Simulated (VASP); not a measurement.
# O in VASP: notebook

The runs below take O through single point, with r2SCAN0, r2SCAN+D4, SVWN5.

Program: VASP 6.6.1. These are calculated values, not measurements. Logs are shortened: lines on timing, memory, paths and dates and some standing lists are left out, and cuts for length are marked.

**1. The cell of the first run**

It takes space group R-3m (No. 166, trigonal). The conventional cell has a = 3.350 Å, b = 3.350 Å, c = 11.196 Å, α = 90.00°, β = 90.00°, γ = 120.00°. Within 1.6 Å of O (site symmetry 3m) lie 1 O at 1.22 Å.

**2. Single point, r2SCAN0**

POSCAR reads:

```
O
1.0
    1.6749479049      0.9670316238      3.7319995215
   -1.6749479049      0.9670316238      3.7319995215
    0.0000000000     -1.9340632475      3.7319995215
O
2
Direct
    0.0546147200      0.0546147200      0.0546147200
    0.9453852800      0.9453852800      0.9453852800
```

INCAR.step1 reads:

```
PREC = Accurate
ENCUT = 520
EDIFF = 1E-5
ISMEAR = 1
SIGMA = 0.025
LREAL = False
LASPH = True
NELM = 60
ALGO = Normal
ISIF = 2
LWAVE = True
LCHARG = False
NBANDS = 13
GGA = PE
```

INCAR.step2 reads:

```
PREC = Accurate
ENCUT = 520
EDIFF = 1E-6
ISMEAR = 1
SIGMA = 0.025
LREAL = False
LASPH = True
NELM = 60
ALGO = Normal
ISIF = 2
LWAVE = False
LCHARG = False
METAGGA = R2SCAN
LHFCALC = True
AEXX = 0.25
LMIXTAU = True
PRECFOCK = Normal
NBANDS = 13
ISTART = 1
```

KPOINTS reads:

```
Automatic mesh
0
Gamma
  6 6 6
  0.5 0.5 0.5
```

Potentials or basis: VASP PAW PBE potentials, release 64 (O).

Launch:

```
$ cat potpaw_PBE.64/O/POTCAR > POTCAR
$ cp INCAR.step1 INCAR
$ mpirun -np 1 vasp_std > vasp.out
$ cp INCAR.step2 INCAR
$ mpirun -np 1 vasp_std > vasp.out
```

OUTCAR:

```text
PREC = Accurate
   ENCUT = 520
   EDIFF = 1E-6
   ISMEAR = 1
   LREAL = False
   LASPH = True
   NELM = 60
   ISIF = 2
   METAGGA = R2SCAN
   LHFCALC = True
   AEXX = 0.25
   PRECFOCK = Normal
   ISTART = 1

 ion  position               nearest neighbor table
   1  0.055  0.055  0.055-   2 1.22
   2  0.945  0.945  0.945-   1 1.22

  LATTYP: Found a trigonal (rhomboedric) cell.
 ALAT       =     4.2033820995
 COS(alpha) =     0.6824333683

  Lattice vectors:

 A1 = (   1.6749479049,   0.9670316238,   3.7319995215)
 A2 = (  -1.6749479049,   0.9670316238,   3.7319995215)
 A3 = (   0.0000000000,  -1.9340632475,   3.7319995215)

Analysis of symmetry for initial positions (statically):
=====================================================================
 Subroutine PRICEL returns:
 Original cell was already a primitive cell.

 Routine SETGRP: Setting up the symmetry group for a
 trigonal (rhombohedral) supercell.

 Subroutine GETGRP returns: Found 12 space group operations
 (whereof 12 operations were pure point group operations)
 out of a pool of 12 trial point group operations.

The static configuration has the point symmetry D_3d.

Analysis of symmetry for dynamics (positions and initial velocities):
=====================================================================
 Subroutine PRICEL returns:
 Original cell was already a primitive cell.

 Routine SETGRP: Setting up the symmetry group for a
 trigonal (rhombohedral) supercell.

 Subroutine GETGRP returns: Found 12 space group operations
 (whereof 12 operations were pure point group operations)
 out of a pool of 12 trial point group operations.

The dynamic configuration has the point symmetry D_3d.

 Subroutine INISYM returns: Found 12 space group operations
 (whereof 12 operations are pure point group operations),
 and found     1 'primitive' translations

----------------------------------------------------------------------------------------

                                     Primitive cell

  volume of cell :      36.2689

  direct lattice vectors                    reciprocal lattice vectors
     1.674947905  0.967031624  3.731999522     0.298516747  0.172348724  0.089317625
    -1.674947905  0.967031624  3.731999522    -0.298516747  0.172348724  0.089317625
     0.000000000 -1.934063247  3.731999522     0.000000000 -0.344697449  0.089317625

  length of vectors
     4.203382099  4.203382099  4.203382099     0.356081408  0.356081408  0.356081408

  position of ions in fractional coordinates (direct lattice)
     0.054614720  0.054614720  0.054614720
     0.945385280  0.945385280  0.945385280

  ion indices of the primitive-cell ions
   primitive index   ion index
                 1           1
                 2           2

----------------------------------------------------------------------------------------

 KPOINTS: Automatic mesh

Automatic generation of k-mesh.
 Grid dimensions read from file:
 generate k-points for:    6    6    6

 Generating k-lattice:

  Cartesian coordinates                     Fractional coordinates (reciprocal lattice)
     0.049752791  0.028724787  0.014886271     0.166666667  0.000000000  0.000000000
    -0.049752791  0.028724787  0.014886271     0.000000000  0.166666667  0.000000000
     0.000000000 -0.057449575  0.014886271     0.000000000  0.000000000  0.166666667

  Length of vectors
     0.059346901  0.059346901  0.059346901

  Shift w.r.t. Gamma in fractional coordinates (k-lattice)
     0.500000000  0.500000000  0.500000000

 Subroutine IBZKPT returns following result:
 ===========================================

 Found     28 irreducible k-points:

 Following reciprocal coordinates:
            Coordinates               Weight
  0.083333  0.083333  0.083333      2.000000
  0.250000  0.083333  0.083333      6.000000
  0.416667  0.083333  0.083333      6.000000
 -0.416667  0.083333  0.083333      6.000000
 -0.250000  0.083333  0.083333      6.000000
 -0.083333  0.083333  0.083333      6.000000
[... 16 lines left out ...]
  0.416667  0.416667  0.250000      6.000000
 -0.416667  0.416667  0.250000     12.000000
 [... further k-points ...]
   k-points           NKPTS =     28   k-points in BZ     NKDIM =    216   number of bands    NBANDS=     13
   number of dos      NEDOS =    301   number of ions     NIONS =      2
   total plane-waves  NPLWV =  32768
   dimension x,y,z NGX =    32 NGY =   32 NGZ =   32
   dimension x,y,z NGXF=    64 NGYF=   64 NGZF=   64
   ions per type =               2
   NGX,Y,Z   is equivalent  to a cutoff of  12.66, 12.66, 12.66 a.u.
   NGXF,Y,Z  is equivalent  to a cutoff of  25.31, 25.31, 25.31 a.u.
 SYSTEM =  unknown system
   PREC   = accura    normal or accurate (medium, high low for compatibility)
   ISTART =      1    job   : 0-new  1-cont  2-samecut
   ICHARG =      0    charge: 1-file 2-atom 10-const
   ISPIN  =      1    spin polarized calculation?
   LNONCOLLINEAR =      F non collinear calculations
   LSORBIT =      F    spin-orbit coupling
   LASPH  =      T    aspherical Exc in radial PAW
   ENCUT  =  520.0 eV  38.22 Ry    6.18 a.u.   7.82  7.82  7.82*2*pi/ulx,y,z
   NELM   =     60;   NELMIN=  2; NELMDL=  0     # of ELM steps
   EDIFF  = 0.1E-05   stopping-criterion for ELM
   LREAL  =      F    real-space projection
   EDIFFG = 0.1E-04   stopping-criterion for IOM
   NSW    =      0    number of steps for IOM
   IBRION =     -1    ionic relax: 0-MD 1-quasi-New 2-CG
   NFREE  =      0    steps in history (QN), initial steepest desc. (CG)
   ISIF   =      2    stress and relaxation
   ISYM   =      3    0-nonsym 1-usesym 2-fastsym
   POTIM  = 0.5000    time-step for ionic-motion
   TEBEG  =    0.0;   TEEND  =   0.0 temperature during run
   PSTRESS=    0.0 pullay stress
   NELECT =      12.0000    total number of electrons
   NUPDOWN=      -1.0000    fix difference up-down
   EMIN   =  10.00;   EMAX   =-10.00  energy-range for DOS
   EFERMI =   0.00;   METHOD = LEGACY
   ISMEAR =     1;   SIGMA  =   0.03  broadening in eV -4-tet -1-fermi 0-gaus
   EFERMI_NEDOS =   21; number of points for ismear=-14 and -15
   IALGO  =     38    algorithm
   IMIX   =      1    mixing-type and parameters
     AMIX     =   0.40;   BMIX     =  1.00
     AMIX_MAG =   1.60;   BMIX_MAG =  1.00
  volume/ion in A,a.u.               =      18.13       122.38
  Fermi-wavevector in a.u.,A,eV,Ry     =   1.132288  2.139714 17.443710  1.282077
  Thomas-Fermi vector in A             =   2.268989
   LORBIT       =      0    0 simple, 1 ext, 2 COOP (PROOUT), +10 PAW based schemes
   METAGGA = R2SCAN    functional components
   LHFCALC =     T    Hartree Fock is set to
   PRECFOCK=normal    Normal, Fast or Accurate (Low or Medium for compatibility)
   ENCUT4O =  -1.0   cutoff for four orbital integrals eV
   NKREDX  =     1    reduce k-point grid by
   NKREDY  =     1    reduce k-point grid by
   NKREDZ  =     1    reduce k-point grid by
   AEXX    =    0.2500 exact exchange contribution
   HFSCREEN=    0.0000 screening length (either q_TF or 0.3 A-1)
   HFSCREENC=   0.0000 screening length for correlation (either q_TF or 0.3 A-1)
   ENCUTFOCK=  -1.0 apply spherical cutoff to Coloumb kernel
   IVDW    =     0    specifies the selected vdW correction
   LEPSILON=     F    determine dielectric tensor
   LRPA    =     F    only Hartree local field effects (RPA)
 non-spin polarized calculation
 Methfessel and Paxton  Order N= 1 SIGMA  =   0.03
  energy-cutoff  :      520.00
  volume of cell :       36.27
 maximum number of plane-waves:       995
  NGX = 24; NGY = 24; NGZ = 24

 number of electron      11.9999996 magnetization

 Free energy of the ion-electron system (eV)
  ---------------------------------------------------
  ext. energy  EPLUGINS =         0.00000000
  ---------------------------------------------------
  free energy    TOTEN  =       -14.09149206 eV

  energy without entropy =      -14.09110026  energy(sigma->0) =      -14.09136146

 E-fermi :  -2.6652     XC(G=0):  -5.9590

 val. band max:       -2.9354749198   @ k =  -0.2500   0.2500   0.0833
 cond. band min:      -2.6651971986   @ k =  -0.4167   0.2500   0.0833
 fundamental gap:      0.2702777212
 Fermi energy:        -2.6651971986

 k-point     1 :       0.0833    0.0833    0.0833
  band No.  band energies     occupation
      1     -33.2710      2.00000
      2     -19.8003      2.00000
      3     -12.3250      2.00000
      4     -10.8158      2.00000
      5     -10.8158      2.00000
      6      -1.8432      0.00000
      7      -1.8432      0.00000
      8       5.1743      0.00000
      9      10.2303      0.00000
     10      11.7156      0.00000
     11      15.7515      0.00000
     12      17.1942      0.00000
     13      17.1942      0.00000

 k-point     2 :       0.2500    0.0833    0.0833
  band No.  band energies     occupation
      1     -33.2443      2.00000
      2     -19.8204      2.00000
      3     -12.1778      2.00000
      4     -11.0564      2.00000
      5     -10.8526      2.00000
      6      -2.1438      0.00000
      7      -1.9932      0.00000
      8       5.7489      0.00000
      9      10.0582      0.00000
     10      11.5668      0.00000
     11      14.2296      0.00000
     12      17.2820      0.00000
     13      17.9741      0.00000

 k-point     3 :       0.4167    0.0833    0.0833
  band No.  band energies     occupation
      1     -33.1958      2.00000
      2     -19.7885      2.00000
      3     -11.9681      2.00000
      4     -11.5368      2.00000
      5     -10.9394      2.00000
      6      -3.3069      2.00000
      7      -2.2477     -0.00000
      8       7.0942      0.00000
      9      10.1384      0.00000
     10      11.4057      0.00000
     11      12.2631      0.00000
     12      16.7494      0.00000
     13      18.3806      0.00000

 k-point     4 :      -0.4167    0.0833    0.0833
  band No.  band energies     occupation
      1     -33.1737      2.00000
      2     -19.7390      2.00000
      3     -11.9368      2.00000
      4     -11.7407      2.00000
      5     -10.9891      2.00000
      6      -3.6741      2.00000
      7      -2.3487     -0.00000
      8       8.2704      0.00000
      9       9.4486      0.00000
     10      10.8771      0.00000
     11      13.3923      0.00000
     12      15.3965      0.00000
     13      17.8385      0.00000

 k-point     5 :      -0.2500    0.0833    0.0833
  band No.  band energies     occupation
      1     -33.2007      2.00000
      2     -19.7192      2.00000
      3     -12.1859      2.00000
      4     -11.4166      2.00000
      5     -10.9532      2.00000
      6      -3.4320      2.00000
      7      -2.1961     -0.00000
      8       7.1871      0.00000
      9       9.7569      0.00000
     10      12.3263      0.00000
     11      14.0461      0.00000
     12      14.9009      0.00000
     13      16.5810      0.00000
[... 257 lines left out ...]
 k-point    22 :      -0.2500    0.2500    0.2500
  band No.  band energies     occupation
      1     -33.1688      2.00000
      2     -19.7986      2.00000
      3     -11.9520      2.00000
      4     -11.5439      2.00000
      5     -11.0483      2.00000
      6      -3.8653      2.00000
      7      -2.0964      0.00000
      8       8.6031      0.00000
      9       9.0053      0.00000
     10      10.7736      0.00000
     11      12.9562      0.00000
     12      15.4681      0.00000
     13      18.1247      0.00000

 k-point    23 :       0.4167    0.4167    0.2500
  band No.  band energies     occupation
      1     -33.2246      2.00000
      2     -20.0757      2.00000
      3     -11.6141      2.00000
      4     -11.0654      2.00000
      5     -10.9403      2.00000
      6      -2.2417     -0.00000
      7      -1.7002      0.00000
      8       5.9142      0.00000
      9       7.8466      0.00000
     10      11.4235      0.00000
     11      14.0934      0.00000
     12      16.7430      0.00000
     13      18.6571      0.00000

 k-point    24 :      -0.4167    0.4167    0.2500
  band No.  band energies     occupation
      1     -33.1920      2.00000
      2     -20.0008      2.00000
      3     -11.5374      2.00000
      4     -11.3889      2.00000
      5     -11.0537      2.00000
      6      -3.2671      2.00000
      7      -1.9161      0.00000
      8       6.9608      0.00000
      9       8.5213      0.00000
     10      11.1266      0.00000
     11      12.6804      0.00000
     12      16.3756      0.00000
     13      18.6161      0.00000

 [... further k-points ...]

------------------------ aborting loop because EDIFF is reached ----------------------------------------

  FORCE on cell =-STRESS in cart. coord.  units (eV):
  Direction    XX          YY          ZZ          XY          YZ          ZX
  --------------------------------------------------------------------------------------
  -------------------------------------------------------------------------------------
  Total       -1.4850045     -1.4850045     -2.0418264      0.0000000     -0.0000000      0.0000000
  in kB      -65.5999558    -65.5999558    -90.1975194      0.0000000     -0.0000000      0.0000000
  external PRESSURE =     -73.7991437 kB  Pullay stress =       0.0000000 kB

 VOLUME and BASIS-vectors are now :
 -----------------------------------------------------------------------------
  energy-cutoff  :      520.00
  volume of cell :       36.27
      direct lattice vectors                 reciprocal lattice vectors
     1.674947905  0.967031624  3.731999522     0.298516747  0.172348724  0.089317625
    -1.674947905  0.967031624  3.731999522    -0.298516747  0.172348724  0.089317625
     0.000000000 -1.934063247  3.731999522     0.000000000 -0.344697449  0.089317625

 POSITION                                       TOTAL-FORCE (eV/Angst)
 -----------------------------------------------------------------------------------
      0.00000      0.00000      0.61147         0.000000     -0.000000     -1.463336
      0.00000      0.00000     10.58453         0.000000      0.000000      1.463336
 -----------------------------------------------------------------------------------
    total drift:                                0.000000     -0.000000      0.000000

  FREE ENERGIE OF THE ION-ELECTRON SYSTEM (eV)
  ---------------------------------------------------
  free  energy   TOTEN  =       -14.0914920555 eV

  energy  without entropy=      -14.0911002571  energy(sigma->0) =      -14.09136146
```

Run time: 26 min. Hardware: 1 thread of Intel Xeon 8259CL, shared host; peak memory 0.2 GiB.

Results:

- Free energy: -14.0915 eV
- Pressure: -7.4 GPa
- Largest force: 1.463 eV/Å
- Band gap on the k mesh: zero (bands 6 and 7 overlap by 1.50 eV)

Forces on the atoms (eV/Å):
```
O    0.000  0.000 -1.463
O    0.000  0.000  1.463
```

Levels at points of the mesh, in eV from the Fermi level:
```tsv
k point	band 4	band 5	band 6	band 7	band 8	band 9
(0.08, 0.08, 0.08)	-8.15	-8.15	0.82	0.82	7.84	12.90
```

Caveat: the k points lie up to 0.37 Å⁻¹ apart, too coarse for converged energies and pressures of a metal; the standard files for N, O and F lose accuracy on very short bonds; spin is off for a triplet molecule; the PAW data sets were made with another functional, which shifts forces and pressure a little.

**3. Single point, r2SCAN+D4**

This run uses another cell than the first one, of 10.13 Å³/atom.

POSCAR reads:

```
O
1.0
    1.2274727409      0.7086817174      3.8809274313
   -1.2274727409      0.7086817174      3.8809274313
    0.0000000000     -1.4173634347      3.8809274313
O
2
Direct
    0.0515830694      0.0515830694      0.0515830694
    0.9484169306      0.9484169306      0.9484169306
```

INCAR.step1 reads:

```
PREC = Accurate
ENCUT = 520
ISMEAR = 1
SIGMA = 0.05
LREAL = F
LASPH = T
NELM = 100
NBANDS = 13
GGA = PE
ALGO = Normal
EDIFF = 1E-4
LWAVE = T
LCHARG = F
```

INCAR.step2 reads:

```
PREC = Accurate
ENCUT = 520
EDIFF = 1E-7
ISMEAR = 1
SIGMA = 0.05
LREAL = F
LASPH = T
NELM = 100
ALGO = Normal
ISIF = 2
LWAVE = F
LCHARG = T
METAGGA = R2SCAN
LMIXTAU = T
IVDW = 13
VDW_S6 = 1.0
VDW_S8 = 0.6018749
VDW_A1 = 0.51559235
VDW_A2 = 5.77342911
LELF = T
LVHAR = T
NBANDS = 13
ISTART = 1
```

KPOINTS reads:

```
regular mesh
0
Gamma
  9 9 9
```

Potentials or basis: VASP PAW PBE potentials, release 64 (O).

Launch:

```
$ cat potpaw_PBE.64/O/POTCAR > POTCAR
$ cp INCAR.step1 INCAR
$ mpirun -np 1 vasp_std > vasp.out
$ cp INCAR.step2 INCAR
$ mpirun -np 1 vasp_std > vasp.out
```

Run time: 2.6 min. Hardware: 1 thread of Oxide Virtual Turin-like, shared host; peak memory 0.14 GiB.

It converged, with:

| Item | Value |
| --- | --- |
| Free energy | -11.4362 eV |
| Pressure | 4.5 GPa |
| Largest force | 1.584 eV/Å |
| Band gap on the k mesh | zero (bands 6 and 7 overlap by 2.64 eV) |
| Dispersion energy per atom | -0.039 eV |

Forces on the atoms (eV/Å):
```
O    0.000  0.000  1.584
O    0.000  0.000 -1.584
```

Stress tensor (GPa, compression positive):
```
-0.43  0.00  0.00
 0.00 -0.43  0.00
 0.00  0.00 14.46
```

Levels at points of the mesh, in eV from the Fermi level:
```tsv
k point	band 4	band 5	band 6	band 7	band 8	band 9
(0.00, 0.00, 0.00)	-5.44	-5.44	1.53	1.53	11.43	11.54
```

Caveat: the standard files for N, O and F lose accuracy on very short bonds; spin is off for a triplet molecule; the stress differs along the axes, from -0 to 14 GPa; the PAW data sets were made with another functional, which shifts forces and pressure a little.

**4. Single point, SVWN5 (the cell strained at random)**

INCAR reads:

```
ALGO = Normal
EDIFF = 1E-7
ENCUT = 520
GGA = VW
ISIF = 2
ISMEAR = 0
LASPH = T
LCHARG = F
LREAL = F
LWAVE = F
NBANDS = 13
NELM = 80
PREC = Accurate
SIGMA = 0.15
```

KPOINTS reads:

```
k-points
0
Gamma
  7 7 7
```

POSCAR reads:

```
O
1.0
    1.6683170000      0.9178060000      3.6895510000
   -1.6857240000      0.9419790000      3.6910990000
    0.0122310000     -1.9918670000      3.7245500000
O
2
Direct
    0.0562914652      0.0560236077      0.0501971211
    0.9437085348      0.9439763923      0.9498028789
```

Launch:

```
$ cat potpaw_PBE.64/O/POTCAR > POTCAR
$ mpirun -np 1 vasp_std > vasp.out
```

It took 83 s on 1 thread of Oxide Virtual Turin-like, shared host; peak memory 0.15 GiB.

The run converged. Its results:

| Quantity | Value |
| --- | --- |
| Free energy | -10.0892 eV |
| Pressure | -2.0 GPa |
| Largest force | 1.394 eV/Å |
| Band gap on the k mesh | zero (bands 6 and 7 overlap by 0.53 eV) |

Forces on the atoms (eV/Å):
```
O    0.000  0.011  1.394
O    0.000 -0.011 -1.394
```

Stress tensor (GPa, compression positive):
```
-5.49 -0.13  0.01
-0.13 -5.40  0.13
 0.01  0.13  5.00
```

Levels at points of the mesh, in eV from the Fermi level:
```
           k point  band 4  band 5  band 6  band 7  band 8  band 9
(0.00, 0.00, 0.00)   -6.70   -6.67    0.21    0.24    5.95   10.69
```

Caveat: the cell differs from its parent crystal (the cell strained at random); the standard files for N, O and F lose accuracy on very short bonds; spin is off for a triplet molecule; the stress differs along the axes, from -5 to 5 GPa; this functional lacks dispersion, which holds the molecules together, so the pressure and a relaxed volume are unreliable; the PAW data sets were made with another functional, which shifts forces and pressure a little.

**5. Summary**

| level | cell | k mesh | smearing | grid for exact exchange (PRECFOCK) | share of exact exchange | gap on the mesh (eV) | pressure (GPa) | largest force (eV/Å) |
| --- | --- | --- | --- | --- | --- | --- | --- | --- |
| r2SCAN0 | a = 4.203 Å, angles 47.0°, 2 atoms, atomic positions A | 6 × 6 × 6, shifted | methfessel-paxton 0.025 eV | Normal | 0.25 | none | -7.4 | 1.46 |
| r2SCAN+D4 | a = 4.132 Å, angles 34.6°, 2 atoms, atomic positions B | 9 × 9 × 9 | methfessel-paxton 0.05 eV | - | - | none | 4.5 | 1.58 |
| SVWN5 | a = 4.152, b = 4.166, c = 4.224 Å, angles 47.7, 47.1, 47.6°, 2 atoms, atomic positions C | 7 × 7 × 7 | gaussian 0.15 eV | - | - | none | -2.0 | 1.39 |

Alike in all rows: task single point; potentials or basis VASP PAW PBE potentials, release 64 (O); no spin polarisation; cutoff (eV) 520.

Caveats: some runs use coarse meshes; the standard files for N, O and F lose accuracy on very short bonds; spin is off for a triplet molecule; the PAW data sets were made with another functional, which shifts forces and pressure a little; the stress differs along the axes, from -0 to 14 GPa (at least some runs); the stress differs along the axes, from -5 to 5 GPa (at least some runs); this functional lacks dispersion, which holds the molecules together, so the pressure and a relaxed volume are unreliable (at least some runs).

Absolute energies hang on the potentials; compare differences alone.

The gap in the log of VASP goes by the Fermi energy; the results here count the filled bands.